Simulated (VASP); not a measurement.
Set up this calculation in VASP 6.6.1, as the native input.

| Property | Result |
| --- | --- |
| Task | relaxation of the atoms |
| Functional | PBE |
| Potentials or basis | VASP PAW PBE potentials, release 64 (W_sv, C) |
| Cutoff | 520 eV |
| k mesh | 9 × 9 × 1 |
| Occupations | gaussian, width 0.1 eV |
| Spin | no spin polarisation |
| Dipole correction | yes |
| Atoms held fixed (from 0) | [0, 1, 2] |
| Further INCAR settings | ALGO = Normal; EDIFF = 1e-06; IBRION = 2; EDIFFG = -0.025; NSW = 36 |
| Atoms held along some axes (from 0) | atom 3 along a and b |

The structure of W3C lies in POSCAR:

```
W3C
1.0
    2.8547213223      0.0000000000      0.0000000000
    0.0000000000      2.8547213223      0.0000000000
    0.0000000000      0.0000000000     19.4446427381
W C
3 1
Selective dynamics
Direct
    0.5000000000      0.5000000000      0.2057121879  F F F
    0.0000000000      0.0000000000      0.3071172995  F F F
    0.5000000000      0.5000000000      0.4085774599  F F F
    1.0000000000      1.0000000000      0.4486913365  F F T
```

One way to write it, as run:

INCAR

```
SYSTEM = W3C
ALGO = Normal
DIPOL = 0.5 0.5 0.343
EDIFF = 1E-6
EDIFFG = -0.025
ENCUT = 520
GGA = PE
IBRION = 2
IDIPOL = 3
ISIF = 2
ISMEAR = 0
LASPH = .TRUE.
LCHARG = .FALSE.
LDIPOL = .TRUE.
LREAL = .FALSE.
LWAVE = .FALSE.
NELM = 60
NSW = 36
PREC = Accurate
SIGMA = 0.1
```

KPOINTS

```
k-points
0
G
  9 9 1
  0 0 0
```

Potentials or basis: VASP PAW PBE potentials, release 64 (W_sv, C).

The run is started by

```console
$ cat potpaw_PBE.64/W_sv/POTCAR potpaw_PBE.64/C/POTCAR > POTCAR
$ mpirun -np 1 vasp_std > vasp.out
```

It gave:

```
Energy gained by relaxing : 130.8 meV/atom
Ionic steps               : 4
Band gap on the k mesh    : zero (bands 23 and 24 overlap by 1.14 eV)
```

Caveat: spin-orbit coupling is left out, which moves the levels of the heavy elements.

Wall time 7.3 min on 1 thread of Intel Xeon 8259CL (shared host), peak memory 0.32 GiB.
